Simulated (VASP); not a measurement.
Runs of VASP 6.6.1 on ZrSi3. The structure is that of space group Pm-3m (No. 221), or close to it. The cells are those of the table. 

| level | U | cell | gap on the mesh (eV) | pressure (GPa) |
| --- | --- | --- | --- | --- |
| PBEsol | - | a = 3.977 Å, 4 atoms | none | -2.2 |
| PBEsol | - | a = 3.897 Å, 4 atoms | none | 5.7 |
| PBEsol+U | Zr d U = 1.0 eV | a = 3.951 Å, 4 atoms | none | (b) |
| PBEsol | - | a = 4.003 Å, 4 atoms | none | -4.4 |
| PBEsol | - | a = 3.951 Å, 4 atoms | none | 0.2 |
| PBEsol | - | a = 3.924 Å, 4 atoms | none | 2.8 |
| PBEsol | - | a = 3.975 Å, 4 atoms | none | (a) |
| PBEsol | - | a = 3.951 Å, angles 90.0, 90.6, 90.0°, 4 atoms | none | 0.2 |

Alike in all rows: task single point; potentials or basis VASP PAW PBE potentials, release 64 (Zr_sv, Si); no spin polarisation; k mesh 8 × 8 × 8; cutoff (eV) 520; smearing gaussian 0.05 eV.

Task: Estimate the missing entries.

Result: (a) -2.1; (b) 1.3.

Caveats: the PAW data sets were made with another functional, which shifts forces and pressure a little; the cell stands under pressure (at least some runs); U without spin polarisation on a metal has little footing (at least some runs); the U is typed as a test and isn't derived for this compound (at least some runs); the cell stands under tension (at least some runs).

A k mesh can miss the band edges, and the runs leave out spin-orbit coupling on Zr.

A gap of «none» marks levels without a gap at the run's occupations.
